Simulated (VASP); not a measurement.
C: single point with LDA

The system is C.

```
C
1.0
    -2.44655    2.44655    2.44655
     2.44655   -2.44655    2.44655
     2.44655    2.44655   -2.44655
C
8
Direct
  0.32547 0.00000 0.00000
  0.67453 0.67453 0.67453
  0.00000 0.32547 0.00000
  0.00000 0.00000 0.32547
  0.00000 0.67453 0.00000
  0.32547 0.32547 0.32547
  0.67453 0.00000 0.00000
  0.00000 0.00000 0.67453
```

This cell differs from its parent crystal: strain +0.015 along x and y, +0.015 along z.

```yaml
Program: VASP 6.6.1
Task: single point
Functional: LDA
Potentials_or_basis: VASP PAW LDA potentials, release 64 (C)
Cutoff: 520 eV
k_mesh: 8 × 8 × 8
Occupations: gaussian, width 0.05 eV
Spin: no spin polarisation
Dipole_correction: no
Further_INCAR_settings: ALGO = Normal; EDIFF = 1e-06; NBANDS = 26
```

- Pressure: -13.1 GPa
- Largest force: 0.176 eV/Å
- Band gap on the k mesh: 2.94 eV, indirect (least direct gap 3.79 eV)

Forces on the atoms (eV/Å):
```
C    0.101 -0.101 -0.101
C    0.101  0.101  0.101
C   -0.101  0.101 -0.101
C   -0.101 -0.101  0.101
C    0.101 -0.101  0.101
C   -0.101 -0.101 -0.101
C   -0.101  0.101  0.101
C    0.101  0.101 -0.101
```

Levels at points of the mesh, in eV from the valence-band top:
| k point | band 13 | band 14 | band 15 | band 16 | band 17 | band 18 | band 19 | band 20 |
| --- | --- | --- | --- | --- | --- | --- | --- | --- |
| (0.00, 0.00, 0.00) | -5.10 | -0.36 | -0.36 | -0.36 | 3.95 | 3.95 | 3.95 | 7.75 |
| (0.50, 0.00, 0.00) | -3.11 | -2.96 | -2.26 | -2.11 | 3.78 | 5.31 | 5.72 | 6.19 |
| (0.50, 0.50, 0.50) | -6.00 | 0.00 | 0.00 | 0.00 | 3.79 | 5.71 | 5.71 | 5.71 |

Wall time 39 s on 1 thread of Intel(R) Xeon(R) 6975P-C (Granite Rapids), with other jobs on the host, peak memory 0.15 GiB.

Caveat: the cell differs from its parent crystal (strain +0.015 along x and y, +0.015 along z). A k mesh can miss the band edges.
